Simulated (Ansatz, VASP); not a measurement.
Two plane-wave programs on Ge

```
CELL_PARAMETERS angstrom
0.00000 2.82877 2.94192
2.82877 0.00000 2.94192
2.82877 2.82877 0.00000
ATOMIC_POSITIONS crystal
Ge 0.50000 0.50000 0.50000
Ge 0.75000 0.75000 0.75000
```

Change from the starting cell: strain +0.000 along x and y, +0.040 along z, atoms carried along.

Alike in both runs: task single point; functional PBE; k mesh 14 × 14 × 14; occupations gaussian, width 0.15 eV; no spin polarisation.

```csv
,VASP,Ansatz
version,VASP 6.6.1,Ansatz 0.2.0
potentials or method,"VASP PAW PBE potentials, release 64 (Ge_d), cutoff 500 eV","scalar-relativistic, plane waves, PAW"
valence electrons in the cell,28,28
```

|  | VASP | Ansatz | Ansatz less VASP |
| --- | --- | --- | --- |
| gap on the k mesh at the Fermi level (eV) | none | none | - |
| pressure (GPa) | 0.8 | 1.0 | +0.17 |
| traceless stress, the component that is largest in VASP (GPa) | -1.88 | -1.88 | +0.005 |

A gap of «none» marks a metal or a gap that the smearing closes.
